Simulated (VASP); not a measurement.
# YTeAs (I4/mmm) in VASP: notebook, part 2 of 2

VASP 6.6.1. Earlier steps stand in the parts before.

## (3) Single point, PBE

Input file INCAR:

```
ALGO = Normal
EDIFF = 1E-6
ENCUT = 520
GGA = PE
ISIF = 2
ISMEAR = -1
LASPH = True
LCHARG = False
LREAL = False
LWAVE = False
NBANDS = 31
NELM = 100
PREC = Accurate
SIGMA = 0.1
```

Input file KPOINTS:

```
k-points
0
Gamma
  5 5 5
```

Input file POSCAR:

```
YTeAs
1.0
    0.0000000000      4.1697630000      0.0000000000
    4.1697630000      0.0000000000      0.0000000000
    2.0848820000      2.0848820000     -8.6578520000
As Te Y
2 2 2
Direct
    0.5000000000      0.0000000000      0.0000000000
    0.0000000000      0.5000000000      0.0000000000
    0.3095000000      0.3095000000      0.3810000000
    0.6905000000      0.6905000000      0.6190000000
    0.1145000000      0.1145000000      0.7710000000
    0.8855000000      0.8855000000      0.2290000000
```

Potentials or basis: VASP PAW PBE potentials, release 64 (As, Te, Y_sv).

Command:

```
cat potpaw_PBE.64/As/POTCAR potpaw_PBE.64/Te/POTCAR potpaw_PBE.64/Y_sv/POTCAR > POTCAR
mpirun -np 1 vasp_std > vasp.out
```

OUTCAR:

```text
EDIFF = 1E-6
   ENCUT = 520
   GGA = PE
   ISIF = 2
   ISMEAR = -1
   LASPH = True
   LREAL = False
   NELM = 100
   PREC = Accurate

 ion  position               nearest neighbor table
   1  0.500  0.000  0.000-   5 2.88   6 2.88   6 2.88   5 2.88
   2  0.000  0.500  0.000-   5 2.88   6 2.88   6 2.88   5 2.88
   3  0.309  0.309  0.381-   6 3.23   6 3.23   6 3.23   6 3.23   5 3.38   4 3.60   4 3.60   4 3.60
                             4 3.60
   4  0.691  0.691  0.619-   5 3.23   5 3.23   5 3.23   5 3.23   6 3.38   3 3.60   3 3.60   3 3.60
                             3 3.60
   5  0.114  0.114  0.771-   2 2.88   1 2.88   1 2.88   2 2.88   4 3.23   4 3.23   4 3.23   4 3.23
                             3 3.38   6 3.97
   6  0.886  0.886  0.229-   1 2.88   2 2.88   1 2.88   2 2.88   3 3.23   3 3.23   3 3.23   3 3.23
                             4 3.38   5 3.97

  LATTYP: Found a body centered tetragonal cell.
 ALAT       =     4.1697630000
 C/A-ratio  =     4.1526830182

  Lattice vectors:

 A1 = (  -2.0848820000,   2.0848810000,   8.6578520000)
 A2 = (   2.0848810000,  -2.0848820000,   8.6578520000)
 A3 = (   2.0848820000,   2.0848820000,  -8.6578520000)

Analysis of symmetry for initial positions (statically):
=====================================================================
 Subroutine PRICEL returns:
 Original cell was already a primitive cell.

 Routine SETGRP: Setting up the symmetry group for a
 body centered tetragonal supercell.

 Subroutine GETGRP returns: Found 16 space group operations
 (whereof 16 operations were pure point group operations)
 out of a pool of 16 trial point group operations.

The static configuration has the point symmetry D_4h.

Analysis of symmetry for dynamics (positions and initial velocities):
=====================================================================
 Subroutine PRICEL returns:
 Original cell was already a primitive cell.

 Routine SETGRP: Setting up the symmetry group for a
[... 127 lines left out ...]
     AMIX_MAG =   1.60;   BMIX_MAG =  1.00
  volume/ion in A,a.u.               =      25.09       169.31
  Fermi-wavevector in a.u.,A,eV,Ry     =   1.086463  2.053116 16.060329  1.180401
  Thomas-Fermi vector in A             =   2.222600
   LORBIT       =      0    0 simple, 1 ext, 2 COOP (PROOUT), +10 PAW based schemes
   GGA     = PE    functional components
   LHFCALC =     F    Hartree Fock is set to
   AEXX    =    0.0000 exact exchange contribution
   IVDW    =     0    specifies the selected vdW correction
   LEPSILON=     F    determine dielectric tensor
   LRPA    =     F    only Hartree local field effects (RPA)
 non-spin polarized calculation
  energy-cutoff  :      520.00
  volume of cell :      150.53
 maximum number of plane-waves:      4072
   NGX = 15   NGY = 15   NGZ = 33

 number of electron      44.0000000 magnetization

 Free energy of the ion-electron system (eV)
  ---------------------------------------------------
  ext. energy  EPLUGINS =         0.00000000
  ---------------------------------------------------
  free energy    TOTEN  =       -34.79329498 eV

  energy without entropy =      -34.68111445  energy(sigma->0) =      -34.73720471

 E-fermi :   5.5917     XC(G=0): -10.1446

 val. band max:        5.5910176128   @ k =   0.4000   0.0000  -0.0000
 cond. band min:       5.6114863848   @ k =   0.0000   0.0000   0.2000
 fundamental gap:      0.0204687720
 Fermi energy:         5.5916890885

 k-point     1 :       0.0000    0.0000    0.0000
  band No.  band energies     occupation
      1     -36.8327      2.00000
      2     -36.8283      2.00000
      3     -17.0097      2.00000
      4     -16.8835      2.00000
      5     -16.8177      2.00000
      6     -16.8177      2.00000
[... 601 lines left out ...]
     30       9.5212      0.00000
     31       9.8054      0.00000

------------------------ aborting loop because EDIFF is reached ----------------------------------------

  FORCE on cell =-STRESS in cart. coord.  units (eV):
  Direction    XX          YY          ZZ          XY          YZ          ZX
  --------------------------------------------------------------------------------------
  -------------------------------------------------------------------------------------
  Total       -0.7265278     -0.7265278      4.9684332      0.0000000     -0.0000003     -0.0000003
  in kB       -7.7326783     -7.7326783     52.8806931      0.0000000     -0.0000031     -0.0000031
  external PRESSURE =      12.4717788 kB  Pullay stress =       0.0000000 kB

 VOLUME and BASIS-vectors are now :
 -----------------------------------------------------------------------------
  energy-cutoff  :      520.00
  volume of cell :      150.53
      direct lattice vectors                 reciprocal lattice vectors
     0.000000000  4.169763000  0.000000000     0.000000000  0.239821784  0.057751059
     4.169763000  0.000000000  0.000000000     0.239821784  0.000000000  0.057751059
     2.084882000  2.084882000 -8.657852000     0.000000000  0.000000000 -0.115502090

 POSITION                                       TOTAL-FORCE (eV/Angst)
 -----------------------------------------------------------------------------------
      0.00000      2.08488      0.00000         0.000000      0.000000      0.000000
      2.08488      0.00000      0.00000         0.000000      0.000000      0.000000
      2.08488      2.08488     -3.29864        -0.000000     -0.000000      0.315733
      4.16976      4.16976     -5.35921         0.000000      0.000000     -0.315733
      2.08488      2.08488     -6.67520        -0.000000     -0.000000      1.692191
      4.16976      4.16976     -1.98265         0.000000      0.000000     -1.692191
 -----------------------------------------------------------------------------------
    total drift:                                0.000000      0.000000     -0.000000

  FREE ENERGIE OF THE ION-ELECTRON SYSTEM (eV)
  ---------------------------------------------------
  free  energy   TOTEN  =       -34.7932949793 eV

  energy  without entropy=      -34.6811144488  energy(sigma->0) =      -34.73720471
```

OSZICAR:

```text
N       E                     dE             d eps       ncg     rms          rms(c)
DAV:   1     0.226994575889E+03    0.22699E+03   -0.19693E+04  1116   0.128E+03
DAV:   2    -0.169397374185E+02   -0.24393E+03   -0.23583E+03  1383   0.281E+02
DAV:   3    -0.347038626060E+02   -0.17764E+02   -0.17512E+02  1736   0.569E+01
DAV:   4    -0.358986841839E+02   -0.11948E+01   -0.11911E+01  1706   0.125E+01
DAV:   5    -0.359248569556E+02   -0.26173E-01   -0.26166E-01  1539   0.190E+00    0.378E+01
DAV:   6    -0.349142366854E+02    0.10106E+01   -0.23638E+00  1240   0.598E+00    0.250E+01
DAV:   7    -0.349507154307E+02   -0.36479E-01   -0.28218E+00  1687   0.606E+00    0.419E+00
DAV:   8    -0.348121444408E+02    0.13857E+00   -0.94970E-01  1371   0.317E+00    0.208E+00
DAV:   9    -0.347972536735E+02    0.14891E-01   -0.21210E-01  1395   0.189E+00    0.979E-01
DAV:  10    -0.347933638373E+02    0.38898E-02   -0.24163E-02  1517   0.623E-01    0.278E-01
DAV:  11    -0.347933131392E+02    0.50698E-04   -0.33636E-03  1493   0.224E-01    0.222E-01
DAV:  12    -0.347932974639E+02    0.15675E-04   -0.19326E-04  1543   0.690E-02    0.646E-02
DAV:  13    -0.347932949258E+02    0.25381E-05   -0.37373E-05  1796   0.236E-02    0.222E-02
DAV:  14    -0.347932949793E+02   -0.53506E-07   -0.36907E-06  1299   0.774E-03
   1 F= -.34793295E+02 E0= -.34737205E+02  d E =-.112181E+00
```

It took 65 s on 1 thread of Intel Xeon Platinum 8488C (Sapphire Rapids), shared host; peak memory 0.31 GiB.

Results:

```
Free energy            : -34.7933 eV
Pressure               : 1.2 GPa
Largest force          : 1.692 eV/Å
Band gap on the k mesh : zero (band 22 reaches 5.77 eV, above the bottom of band 23 at 5.36 eV)
```

Forces in eV/Å, atoms in the order of the input:
```
As   0.000  0.000  0.000
As   0.000  0.000  0.000
Te   0.000  0.000  0.316
Te   0.000  0.000 -0.316
Y    0.000  0.000  1.692
Y    0.000  0.000 -1.692
```

Levels at points of the mesh, in eV from the Fermi level:
| k point | band 18 | band 19 | band 20 | band 21 | band 22 | band 23 | band 24 | band 25 | band 26 | band 27 |
| --- | --- | --- | --- | --- | --- | --- | --- | --- | --- | --- |
| (0.00, 0.00, 0.00) | -1.90 | -1.72 | -0.01 | -0.01 | 0.06 | 1.55 | 2.15 | 2.69 | 2.71 | 2.83 |

Caveat: spin-orbit coupling is left out, which moves the levels of the heavy elements; forces of over 1 eV/Å act on the atoms, so gaps and moduli don't describe the material at rest.
